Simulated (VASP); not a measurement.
# Na3Li5S4 (P1) in VASP: settings compared, part 2 of 2

VASP 6.6.1.

### Step 3. Single point, PBEsol

The input, INCAR:

```
SYSTEM = Na3Li5S4
PREC = Accurate ; ENCUT = 750
EDIFF = 1E-6 ; ISMEAR = -1
SIGMA = 0.05 ; LREAL = Auto
LASPH = .True. ; NELM = 120
ALGO = Normal ; ISIF = 2
LWAVE = .False. ; LCHARG = .True.
GGA = PS ; LELF = .True.
LVHAR = .True. ; NBANDS = 294
ISYM = 0 ; GGA_COMPAT = .False.
NCORE = 4
```

The input, KPOINTS:

```
Automatic mesh
0
Gamma
  1 1 1
  0.25 0.25 0.25
```

The input, POSCAR:

```
Na3Li5S4
1.0
   11.9995594324      0.0000000000      0.0000000000
    0.0000000000     11.9995594324      0.0000000000
    0.0000000000      0.0000000000     11.9995594324
Li Na S
40 24 32
Direct
    0.3824910000      0.1329760000      0.1165200000
    0.3787270000      0.6149330000      0.1151270000
    0.8672360000      0.1299740000      0.1137990000
    0.8822430000      0.1266400000      0.6361320000
    0.8706550000      0.6206800000      0.1197100000
    0.8736390000      0.6196650000      0.6310160000
    0.1213520000      0.3798550000      0.1136000000
    0.1166830000      0.3769840000      0.6337120000
    0.1163170000      0.8735230000      0.6316240000
    0.6277080000      0.3777260000      0.1201230000
    0.6321720000      0.8729510000      0.1157150000
    0.1192410000      0.1314990000      0.8707140000
    0.1198180000      0.6159110000      0.8763050000
    0.6309960000      0.1297740000      0.8833320000
    0.6324740000      0.6187690000      0.3699700000
    0.6314150000      0.6218710000      0.8803740000
    0.1194620000      0.1291450000      0.6350770000
    0.1202550000      0.6156380000      0.1144850000
    0.1139810000      0.6220910000      0.6331690000
    0.6290470000      0.1305050000      0.1147420000
    0.6295330000      0.6205040000      0.1198030000
    0.6362670000      0.6209230000      0.6316820000
    0.3754710000      0.3770850000      0.8822840000
    0.8710450000      0.3793590000      0.3730750000
    0.8752230000      0.3776920000      0.8772030000
    0.8704960000      0.8737340000      0.8772210000
    0.3777180000      0.3769360000      0.1138030000
    0.8709880000      0.3792320000      0.1192570000
    0.8784680000      0.3774730000      0.6313130000
    0.8681060000      0.8728960000      0.1149880000
    0.8801420000      0.8708740000      0.6369810000
    0.3767310000      0.1340150000      0.8827180000
    0.3768500000      0.6164630000      0.8811890000
    0.8735980000      0.1294500000      0.8769940000
    0.8686410000      0.6160400000      0.3759470000
    0.8754320000      0.6248070000      0.8767770000
    0.1223320000      0.3757170000      0.8760050000
    0.6346910000      0.3838230000      0.3707000000
    0.6287200000      0.3782420000      0.8849380000
    0.6337710000      0.8748310000      0.8812690000
    0.3751730000      0.1305460000      0.6349760000
    0.3766670000      0.6224130000      0.6325120000
    0.1186480000      0.8693530000      0.1183530000
    0.6321070000      0.3785230000      0.6352540000
    0.6346890000      0.8686710000      0.6322020000
    0.1181020000      0.1290680000      0.3764830000
    0.1161950000      0.6203460000      0.3716290000
    0.6307360000      0.1324490000      0.3658750000
    0.1193870000      0.1318010000      0.1150640000
    0.6344820000      0.1294140000      0.6339890000
    0.3772560000      0.3779660000      0.3682060000
    0.3761450000      0.8707570000      0.3735580000
    0.3764420000      0.8747330000      0.8782090000
    0.8722860000      0.8691410000      0.3753360000
    0.3765400000      0.3793150000      0.6347180000
    0.3816870000      0.8701050000      0.1183980000
    0.3731470000      0.8754810000      0.6344270000
    0.3762110000      0.1326160000      0.3727180000
    0.3743550000      0.6239670000      0.3683020000
    0.8756090000      0.1249710000      0.3708770000
    0.1169140000      0.3797740000      0.3710230000
    0.1179680000      0.8748250000      0.3746060000
    0.1166910000      0.8695950000      0.8757740000
    0.6307870000      0.8679960000      0.3688860000
    0.9813550000      0.0046340000      0.9938970000
    0.9956550000      0.9993280000      0.5231370000
    0.9956480000      0.4985320000      0.9970940000
    0.9882200000      0.4989450000      0.5126190000
    0.5122450000      0.0105600000      0.9975910000
    0.5054940000      0.0012360000      0.5017820000
    0.5043930000      0.4990050000      0.9984330000
    0.5170260000      0.5045510000      0.4948380000
    0.2541530000      0.2577160000      0.9924450000
    0.2376130000      0.2565710000      0.5124760000
    0.2488640000      0.7262380000      0.9970870000
    0.2358500000      0.7472130000      0.5129800000
    0.7516500000      0.2560670000      0.9976300000
    0.7630860000      0.2621320000      0.5011540000
    0.7513990000      0.7473500000      0.9981990000
    0.7559300000      0.7297640000      0.5051000000
    0.2529390000      0.0054780000      0.2404180000
    0.2373640000      0.0113510000      0.7577260000
    0.2482050000      0.4980370000      0.2250870000
    0.2372500000      0.4989780000      0.7621960000
    0.7513480000      0.9995480000      0.2256040000
    0.7623130000      0.0003850000      0.7634320000
    0.7508880000      0.4988500000      0.2457840000
    0.7579780000      0.5045750000      0.7635510000
    0.9859400000      0.2634710000      0.2349230000
    0.9970990000      0.2533750000      0.7551950000
    0.9849560000      0.7367020000      0.2361100000
    0.9908950000      0.7412160000      0.7486090000
    0.5063560000      0.2581120000      0.2286600000
    0.5041270000      0.2538850000      0.7764970000
    0.5135570000      0.7356990000      0.2349070000
    0.5134610000      0.7375210000      0.7658830000
```

Potentials or basis: VASP PAW PBE potentials, release 64 (Li_sv, Na_pv, S).

Launch:

```console
> cat potpaw_PBE.64/Li_sv/POTCAR potpaw_PBE.64/Na_pv/POTCAR potpaw_PBE.64/S/POTCAR > POTCAR
> mpirun -np 4 vasp_std > vasp.out
```

OUTCAR:

```text
SYSTEM = Na3Li5S4
   PREC = Accurate
   ENCUT = 750
   EDIFF = 1E-6
   ISMEAR = -1
   LREAL = Auto
   LASPH = .True.
   NELM = 120
   ISIF = 2
   GGA = PS
   ISYM = 0

 ion  position               nearest neighbor table
   1  0.382  0.133  0.117-  93 2.50  69 2.57  73 2.61  81 2.64
   2  0.379  0.615  0.115-  83 2.48  71 2.48  75 2.49  95 2.60
   3  0.867  0.130  0.114-  77 2.48  85 2.49  65 2.49  89 2.59
   4  0.882  0.127  0.636-  66 2.45  90 2.50  86 2.59
   5  0.871  0.621  0.120-  91 2.40  79 2.55  87 2.55  67 2.56
   6  0.874  0.620  0.631-  68 2.45  80 2.45  92 2.47  88 2.52
   7  0.121  0.380  0.114-  83 2.47  67 2.50  89 2.59  73 2.61
   8  0.117  0.377  0.634-  74 2.51  90 2.53  84 2.57  68 2.57
   9  0.116  0.874  0.632-  66 2.46  76 2.53  92 2.60  82 2.67
  10  0.628  0.378  0.120-  93 2.42  71 2.54  77 2.55  87 2.56
[... 26 lines left out ...]
  37  0.122  0.376  0.876-  84 2.44  73 2.54  90 2.55  67 2.57
  38  0.635  0.384  0.371-  87 2.47  72 2.51  78 2.64
  39  0.629  0.378  0.885-  77 2.48  94 2.48  71 2.49  88 2.61
  40  0.634  0.875  0.881-  79 2.51  86 2.58  96 2.59  69 2.59
  41  0.375  0.131  0.635-  82 2.64  74 2.68  70 2.72  94 2.73
  42  0.377  0.622  0.633-  76 2.67  96 2.68  84 2.72  72 2.75
  43  0.119  0.869  0.118-  91 2.67  81 2.72  75 2.74  65 2.75
  44  0.632  0.379  0.635-  88 2.63  78 2.65  72 2.65  94 2.73
  45  0.635  0.869  0.632-  96 2.68  80 2.69  86 2.71  70 2.72
  46  0.118  0.129  0.376-  74 2.66  81 2.74  66 2.77
  47  0.116  0.620  0.372-  91 2.66  76 2.69  68 2.71  83 2.78
  48  0.631  0.132  0.366-  93 2.69  70 2.72  85 2.73  78 2.75
  49  0.119  0.132  0.115-  73 2.66  81 2.67  89 2.67  65 2.68
  50  0.634  0.129  0.634-  86 2.68  70 2.70  78 2.73  94 2.76
  51  0.377  0.378  0.368-  93 2.70  83 2.72  72 2.73
  52  0.376  0.871  0.374-  70 2.69  81 2.71
  53  0.376  0.875  0.878-  96 2.69  69 2.71  75 2.75  82 2.75
  54  0.872  0.869  0.375-  91 2.67  80 2.68  66 2.79  85 2.79
  55  0.377  0.379  0.635-  74 2.66  84 2.68  94 2.74
  56  0.382  0.870  0.118-  95 2.66  81 2.68  69 2.72  75 2.76
  57  0.373  0.875  0.634-  76 2.68  70 2.71  82 2.74
  58  0.376  0.133  0.373-  81 2.65  70 2.70  93 2.77  74 2.79
  59  0.374  0.624  0.368-  95 2.67  72 2.70  83 2.74
  60  0.876  0.125  0.371-  78 2.64  89 2.68  85 2.74  66 2.77
  61  0.117  0.380  0.371-  89 2.66  74 2.68  68 2.70  83 2.75
  62  0.118  0.875  0.375-  76 2.67  66 2.75  81 2.77
  63  0.117  0.870  0.876-  92 2.64  82 2.65  65 2.70  75 2.76
  64  0.631  0.868  0.369-  95 2.66  70 2.71  85 2.75  80 2.77
  65  0.981  0.005  0.994-  34 2.43  26 2.49   3 2.49  30 2.54  49 2.68  12 2.69  63 2.70  43 2.75
[... 16 lines left out ...]
  74  0.238  0.257  0.512-   8 2.51  17 2.55  46 2.66  55 2.66  61 2.68  41 2.68  58 2.79
  75  0.249  0.726  0.997-  33 2.46  18 2.48   2 2.49  13 2.50  43 2.74  53 2.75  63 2.76  56 2.76

  76  0.236  0.747  0.513-   9 2.53  19 2.54  62 2.67  42 2.67  57 2.68  47 2.69
  77  0.752  0.256  0.998-  39 2.48   3 2.48  14 2.50  28 2.52  20 2.53  25 2.53  10 2.55  34 2.56

  78  0.763  0.262  0.501-  24 2.45  29 2.50  38 2.64  60 2.64  44 2.65  50 2.73  48 2.75
  79  0.751  0.747  0.998-  30 2.49  40 2.51  11 2.51  16 2.52  26 2.54   5 2.55  36 2.55  21 2.57

  80  0.756  0.730  0.505-   6 2.45  22 2.46  35 2.47  15 2.57  54 2.68  45 2.69  64 2.77
  81  0.253  0.005  0.240-   1 2.64  58 2.65  49 2.67  56 2.68  52 2.71  43 2.72  46 2.74  62 2.77
[... 24 lines left out ...]
  95  0.514  0.736  0.235-  21 2.40  15 2.58   2 2.60  11 2.60  56 2.66  64 2.66  59 2.67
  96  0.513  0.738  0.766-  16 2.41  33 2.59  40 2.59  22 2.59  42 2.68  45 2.68  53 2.69

IMPORTANT INFORMATION: All symmetrisations will be switched off!
NOSYMM: (Re-)initialisation of all symmetry stuff for point group C_1.

----------------------------------------------------------------------------------------

                                     Primitive cell

  volume of cell :    1727.8097
[... 246 lines left out ...]
 SYSTEM =  Na3Li5S4
   PREC   = accura    normal or accurate (medium, high low for compatibility)
   ISTART =      0    job   : 0-new  1-cont  2-samecut
   ICHARG =      2    charge: 1-file 2-atom 10-const
   ISPIN  =      1    spin polarized calculation?
   LNONCOLLINEAR =      F non collinear calculations
   LSORBIT =      F    spin-orbit coupling
   LASPH  =      T    aspherical Exc in radial PAW
   ENCUT  =  750.0 eV  55.12 Ry    7.42 a.u.  26.79 26.79 26.79*2*pi/ulx,y,z
   NELM   =    120;   NELMIN=  2; NELMDL= -5     # of ELM steps
   EDIFF  = 0.1E-05   stopping-criterion for ELM
   LREAL  =      T    real-space projection
   EDIFFG = 0.1E-04   stopping-criterion for IOM
   NSW    =      0    number of steps for IOM
   IBRION =     -1    ionic relax: 0-MD 1-quasi-New 2-CG
   NFREE  =      0    steps in history (QN), initial steepest desc. (CG)
   ISIF   =      2    stress and relaxation
   ISYM   =      0    0-nonsym 1-usesym 2-fastsym
   POTIM  = 0.5000    time-step for ionic-motion
   TEBEG  =    0.0;   TEEND  =   0.0 temperature during run
   PSTRESS=    0.0 pullay stress
   NELECT =     480.0000    total number of electrons
   NUPDOWN=      -1.0000    fix difference up-down
   EMIN   =  10.00;   EMAX   =-10.00  energy-range for DOS
   EFERMI =   0.00;   METHOD = LEGACY
   ISMEAR =    -1;   SIGMA  =   0.05  broadening in eV -4-tet -1-fermi 0-gaus
   EFERMI_NEDOS =   21; number of points for ismear=-14 and -15
   IALGO  =     38    algorithm
   IMIX   =      4    mixing-type and parameters
     AMIX     =   0.40;   BMIX     =  1.00
     AMIX_MAG =   1.60;   BMIX_MAG =  1.00
  volume/ion in A,a.u.               =      18.00       121.46
  Fermi-wavevector in a.u.,A,eV,Ry     =   1.068210  2.018624 15.525233  1.141072
  Thomas-Fermi vector in A             =   2.203851
   LORBIT       =      0    0 simple, 1 ext, 2 COOP (PROOUT), +10 PAW based schemes
   GGA     = PS    functional components
   LHFCALC =     F    Hartree Fock is set to
   AEXX    =    0.0000 exact exchange contribution
   IVDW    =     0    specifies the selected vdW correction
   LEPSILON=     F    determine dielectric tensor
   LRPA    =     F    only Hartree local field effects (RPA)
 non-spin polarized calculation
  energy-cutoff  :      750.00
  volume of cell :     1727.81
 maximum number of plane-waves:     80614
   NGX = 53   NGY = 53   NGZ = 53

 number of electron     479.9999989 magnetization

 Free energy of the ion-electron system (eV)
  ---------------------------------------------------
  ext. energy  EPLUGINS =         0.00000000
  ---------------------------------------------------
  free energy    TOTEN  =      -367.87460751 eV

  energy without entropy =     -367.87460751  energy(sigma->0) =     -367.87460751

 E-fermi :   2.1609     XC(G=0):  -8.4213

 val. band max:        0.9204055534   @ k =   0.2500  -0.2500   0.2500
 cond. band min:       4.4881163849   @ k =  -0.2500   0.2500   0.2500
 fundamental gap:      3.5677108315
 Fermi energy:         2.1609059294

 k-point     1 :       0.2500    0.2500    0.2500
  band No.  band energies     occupation
      1     -42.8893      2.00000
      2     -42.8746      2.00000
      3     -42.8171      2.00000
      4     -42.7757      2.00000
      5     -42.7735      2.00000
      6     -42.7644      2.00000
[... 1009 lines left out ...]
    251       5.5863      0.00000
    252       5.6149      0.00000
 [bands above 252 left out]

------------------------ aborting loop because EDIFF is reached ----------------------------------------

  FORCE on cell =-STRESS in cart. coord.  units (eV):
  Direction    XX          YY          ZZ          XY          YZ          ZX
  --------------------------------------------------------------------------------------
  -------------------------------------------------------------------------------------
  Total        0.3236787      0.1778230      0.9088066      0.2608556      0.1020957      0.5570006
  in kB        0.3001434      0.1648931      0.8427255      0.2418882      0.0946722      0.5165000
  external PRESSURE =       0.4359207 kB  Pullay stress =       0.0000000 kB

 VOLUME and BASIS-vectors are now :
 -----------------------------------------------------------------------------
  energy-cutoff  :      750.00
  volume of cell :     1727.81
      direct lattice vectors                 reciprocal lattice vectors
    11.999559432  0.000000000  0.000000000     0.083336393  0.000000000  0.000000000
     0.000000000 11.999559432  0.000000000     0.000000000  0.083336393  0.000000000
     0.000000000  0.000000000 11.999559432     0.000000000  0.000000000  0.083336393

 POSITION                                       TOTAL-FORCE (eV/Angst)
 -----------------------------------------------------------------------------------
      4.58972      1.59565      1.39819         0.010496      0.003663     -0.009722
      4.54456      7.37893      1.38147        -0.014256     -0.004633     -0.005960
     10.40645      1.55963      1.36554         0.002981      0.006715     -0.006180
     10.58653      1.51962      7.63330         0.005646      0.004457      0.006336
     10.44748      7.44789      1.43647        -0.004989     -0.006294      0.012609
     10.48328      7.43571      7.57191        -0.005787      0.004466      0.009543
[... 88 lines left out ...]
      6.16246      8.82806      2.81878        -0.004863      0.009169      0.016044
      6.16131      8.84993      9.19026        -0.011166      0.006250     -0.003958
 -----------------------------------------------------------------------------------
    total drift:                               -0.011097     -0.019294      0.044696

  FREE ENERGIE OF THE ION-ELECTRON SYSTEM (eV)
  ---------------------------------------------------
  free  energy   TOTEN  =      -367.8746075061 eV

  energy  without entropy=     -367.8746075061  energy(sigma->0) =     -367.87460751
```

Run time: 25 min. Hardware: 4 MPI ranks of AMD EPYC 7R13 (Zen 3), shared host; peak memory 1 GiB.

Results:

| Item | Value |
| --- | --- |
| Free energy | -367.8746 eV |
| Pressure | 0.0 GPa |
| Largest force | 0.029 eV/Å |
| Band gap on the k mesh | 3.57 eV |

Forces in eV/Å, atoms in the order of the input:
```
Li   0.010  0.004 -0.010
Li  -0.014 -0.005 -0.006
Li   0.003  0.007 -0.006
Li   0.006  0.004  0.006
Li  -0.005 -0.006  0.013
Li  -0.006  0.004  0.010
Li   0.001  0.004  0.002
Li  -0.011 -0.003  0.010
Li  -0.004  0.003  0.015
Li  -0.001  0.000  0.010
Li   0.015  0.011 -0.003
Li  -0.007  0.020  0.016
Li  -0.012  0.008  0.011
Li   0.006 -0.001 -0.001
Li   0.005  0.001 -0.001
Li   0.007  0.008  0.014
Li  -0.002  0.011 -0.001
Li  -0.007 -0.005 -0.014
Li   0.004 -0.001  0.002
Li   0.004 -0.005 -0.005
Li  -0.001 -0.003  0.002
Li  -0.003 -0.005  0.000
Li   0.000  0.002  0.014
Li   0.005  0.011  0.002
Li   0.001 -0.011 -0.008
Li   0.002 -0.001  0.011
Li  -0.008 -0.014 -0.003
Li  -0.007  0.002 -0.010
Li  -0.005 -0.005 -0.006
Li   0.000  0.002 -0.011
Li   0.001  0.006 -0.008
Li  -0.010 -0.005  0.012
Li  -0.004 -0.010  0.001
Li  -0.005 -0.001 -0.003
Li  -0.021 -0.017 -0.011
Li   0.000  0.003 -0.009
Li   0.012 -0.012 -0.005
Li   0.013 -0.001 -0.002
Li  -0.001  0.004 -0.004
Li   0.007 -0.001  0.017
Na   0.013  0.006  0.011
Na   0.000 -0.003  0.008
Na  -0.001  0.003 -0.005
Na   0.000  0.003  0.011
Na   0.012  0.003  0.002
Na  -0.003  0.002  0.001
Na  -0.005  0.000  0.001
Na   0.003 -0.002 -0.006
Na   0.002  0.002 -0.006
Na   0.005 -0.001  0.006
Na   0.005  0.003 -0.007
Na   0.006 -0.004 -0.006
Na   0.004  0.003  0.002
Na   0.002  0.002  0.003
Na   0.003  0.000  0.005
Na   0.003 -0.003 -0.004
Na   0.004 -0.005  0.000
Na   0.003  0.006 -0.007
Na  -0.002 -0.004 -0.009
Na   0.001 -0.010 -0.005
Na   0.000  0.002 -0.003
Na  -0.006  0.002 -0.001
Na  -0.008 -0.010 -0.002
Na   0.001 -0.008 -0.009
S    0.002 -0.001  0.002
S    0.010 -0.001 -0.011
S    0.003  0.001  0.000
S    0.006 -0.003 -0.005
S   -0.005  0.001  0.000
S   -0.006  0.005  0.005
S   -0.006  0.000  0.002
S   -0.001  0.002 -0.005
S    0.002 -0.005 -0.001
S   -0.002 -0.011 -0.003
S    0.006  0.006  0.005
S   -0.002  0.011 -0.003
S    0.000 -0.010  0.002
S    0.001  0.002 -0.002
S   -0.001  0.007 -0.001
S   -0.004  0.004 -0.005
S   -0.001 -0.007  0.000
S   -0.007 -0.001 -0.015
S    0.001 -0.001  0.008
S   -0.001  0.005 -0.009
S   -0.002  0.004  0.017
S    0.000 -0.006 -0.011
S    0.000 -0.004  0.007
S    0.002  0.004 -0.010
S    0.003  0.000  0.010
S    0.007 -0.009 -0.009
S    0.009  0.003  0.009
S    0.013  0.012 -0.011
S   -0.011 -0.005  0.011
S   -0.008 -0.009 -0.008
S   -0.005  0.009  0.016
S   -0.011  0.006 -0.004
```

Caveat: the PAW data sets were made with another functional, which shifts forces and pressure a little; a shifted mesh leaves out Γ, where band edges can lie.
